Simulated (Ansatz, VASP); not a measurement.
**Al4FeCo3: VASP beside Ansatz**

```
Al Fe Co
1.0
     4.03898    0.00000    0.00000
     0.00000    4.03898    0.00000
     0.00000    0.00000    5.71601
Al Fe Co
4 1 3
Direct
  0.00000 0.50000 0.74819
  0.00000 0.50000 0.25181
  0.50000 0.00000 0.74819
  0.50000 0.00000 0.25181
  0.00000 0.00000 0.50000
  0.00000 0.00000 0.00000
  0.50000 0.50000 0.00000
  0.50000 0.50000 0.50000
```

Alike in both runs: functional PBE; k mesh 10 × 10 × 8; occupations fermi-dirac, width 0.15 eV; no spin polarisation.

Ansatz relaxed the structure, and its values are those at the end. VASP's run is a single point on that final structure, the one shown.

|  | VASP | Ansatz |
| --- | --- | --- |
| version | VASP 6.6.1 | Ansatz 0.2.0 |
| potentials or method | VASP PAW PBE potentials, release 64 (Al, Fe, Co), cutoff 520 eV | scalar-relativistic, plane waves, PAW |
| valence electrons in the cell | 47 | 79 |

|  | VASP | Ansatz | Ansatz less VASP |
| --- | --- | --- | --- |
| gap on the k mesh at the Fermi level (eV) | none | none | - |
| pressure (GPa) | -0.1 | 0.0 | +0.07 |

A gap of «none» marks a metal or a gap that the smearing closes. VASP's potentials hold 47 valence electrons a cell and Ansatz's 79, so a difference there can come from the potentials and not from the codes.
